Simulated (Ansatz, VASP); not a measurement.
**One calculation of CsSnI3, two programs**

The input INCAR:

```
SYSTEM = CsSnI3
ALGO = Normal ; EDIFF = 1E-8
ENCUT = 520 ; GGA = PE
ISIF = 2 ; ISMEAR = -1
LASPH = .True. ; LCHARG = .False.
LEFG = .True. ; LREAL = .False.
LWAVE = .False. ; NBANDS = 30
NELM = 100 ; PREC = Accurate
SIGMA = 0.02
```

KPOINTS

```
k-points
0
Gamma
  5 5 5
  0 0 0
```

POSCAR

```
CsSnI3
1.0
    6.2862280000      0.0000000000      0.0000000000
    0.0000000000      6.2862280000      0.0000000000
    0.0000000000      0.0000000000      6.2862280000
Cs Sn I
1 1 3
Direct
    0.5000000000      0.5000000000      0.5000000000
    0.0000000000      0.0000000000      0.0000000000
    0.5000000000      0.0000000000      0.0000000000
    0.0000000000      0.0000000000      0.5000000000
    0.0000000000      0.5000000000      0.0000000000
```

Input for Ansatz:

```yaml
crystal:
  lattice:
    - [6.286228, 0.0, 0.0]
    - [0.0, 6.286228, 0.0]
    - [0.0, 0.0, 6.286228]
  atoms:
    - { symbol: Cs, position: [0.5, 0.5, 0.5] }
    - { symbol: Sn, position: [0.0, 0.0, 0.0] }
    - { symbol: I, position: [0.5, 0.0, 0.0] }
    - { symbol: I, position: [0.0, 0.0, 0.5] }
    - { symbol: I, position: [0.0, 0.5, 0.0] }
kpoints:
  mp_grid: { grid: [5, 5, 5] }
scf:
  occupations: { method: fermi_dirac, width: 0.02 }
hamiltonian:
  xc: pbe
  pseudopotentials: { kind: paw }
output:
  forces: true
  stress: true
  populations: true
  efg:
    quadrupole_moments_barn: { Cs: -0.00343, Sn: -0.132, I: -0.68822 }
    contact_densities: true
```

Alike in both runs: task electric field gradients; functional PBE; k mesh 5 × 5 × 5; occupations fermi-dirac, width 0.02 eV; no spin polarisation.

|  | VASP | Ansatz |
| --- | --- | --- |
| version | VASP 6.6.1 | Ansatz 0.2.0 |
| potentials or method | VASP PAW PBE potentials, release 64 (Cs_sv, Sn_d, I) | plane-wave PAW, scalar-relativistic |
| plane-wave cutoff (eV) | 520 | 420 |
| valence electrons in the cell | 44 | 74 |

VASP gave:

| Item | Value |
| --- | --- |
| gap on the k mesh at the Fermi level (eV) | 1.78 |
| pressure (GPa) | -0.1 |
| size of Vzz on the site where it differs most (V/Å²) | 415.3 |

Question: What did Ansatz give for the same quantities?

Answer: gap on the k mesh at the Fermi level (eV): 1.79; pressure (GPa): -0.1; size of Vzz on the site where it differs most (V/Å²): 427.8.

With one functional, cell and mesh, what is left measures potentials, basis and numerics. VASP's potentials hold 44 valence electrons a cell and Ansatz's 74, so a difference there can come from the potentials and not from the codes.

Neither program's run includes spin-orbit coupling.
